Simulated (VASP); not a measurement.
Write the native input for VASP 6.6.1 that does the following.

```yaml
Task: single point
Functional: PBE
Dispersion: D3(BJ)
Potentials_or_basis: VASP PAW PBE potentials, release 64 (B, N)
Cutoff: 520 eV
k_mesh: 2 × 2 × 2, shifted
Occupations: gaussian, width 0.01 eV
Spin: no spin polarisation
Dipole_correction: no
Further_INCAR_settings: LREAL = Auto; ALGO = Normal; EDIFF = 1e-06; NBANDS = 66
```

The structure of BN lies in POSCAR:

```
BN
1.0
   -3.7615274009      3.3394822066      4.3376638254
    3.7615274009      3.3394822066     -4.3376638254
   -3.7615274009     -3.3394822066     -4.3376638254
B N
12 12
Direct
    0.5000000000      0.2499465631      0.7499465631
    0.3333333333      0.9999465631      0.3332798964
    0.6666666667      0.9999465631      0.6666132298
    0.5000000000      0.7499465631      0.2499465631
    0.8333333333      0.2499465631      0.0832798964
    0.3333333333      0.4999465631      0.8332798964
    0.8333333333      0.7499465631      0.5832798964
    0.1666666667      0.2499465631      0.4166132298
    0.6666666667      0.4999465631      0.1666132298
    1.0000000000      0.9999465631      0.9999465631
    1.0000000000      0.4999465631      0.4999465631
    0.1666666667      0.7499465631      0.9166132298
    0.5000000000      0.9167034419      0.4167034419
    0.3333333333      0.6667034419      0.0000367752
    0.6666666667      0.6667034419      0.3333701086
    0.5000000000      0.4167034419      0.9167034419
    0.8333333333      0.9167034419      0.7500367752
    0.3333333333      0.1667034419      0.5000367752
    0.8333333333      0.4167034419      0.2500367752
    0.1666666667      0.9167034419      0.0833701086
    0.6666666667      0.1667034419      0.8333701086
    1.0000000000      0.6667034419      0.6667034419
    1.0000000000      0.1667034419      0.1667034419
    0.1666666667      0.4167034419      0.5833701086
```

These files were run (other wordings do the same):

INCAR

```
SYSTEM = BN
PREC     = Accurate       ! precision mode
ENCUT    = 520            ! plane-wave cutoff, eV
EDIFF    = 1E-6           ! SCF threshold, eV
ISMEAR   = 0              ! smearing method
SIGMA    = 0.01           ! smearing width, eV
LREAL    = Auto         
LASPH    = .True.         ! aspherical terms in the spheres
NELM     = 60             ! most SCF steps
ALGO     = Normal         ! electronic algorithm
ISIF     = 2              ! what is computed and relaxed
LWAVE    = .False.        ! write WAVECAR
LCHARG   = .True.         ! write CHGCAR
GGA      = PE             ! functional
IVDW     = 12             ! dispersion correction
LELF     = .True.         ! ELF
LVHAR    = .True.       
NBANDS   = 66             ! bands
```

KPOINTS

```
Automatic mesh
0
Gamma
  2 2 2
  0.5 0.5 0.5
```

Potentials or basis: VASP PAW PBE potentials, release 64 (B, N).

Launch:

```sh
$ cat potpaw_PBE.64/B/POTCAR potpaw_PBE.64/N/POTCAR > POTCAR
$ mpirun -np 1 vasp_std > vasp.out
```

It gave:

```json
{
 "Pressure": "0.0 GPa",
 "Largest force": "0.007 eV/Å",
 "Band gap on the k mesh": "3.98 eV",
 "Dispersion energy per atom": "-0.140 eV"
}
```

Caveat: the k points lie up to 0.63 Å⁻¹ apart.

Wall time 2.4 min on 1 thread of Intel(R) Xeon(R) Platinum 8259CL CPU @ 2.50GHz (Skylake/Cascade Lake), on a shared host, peak memory 0.34 GiB.
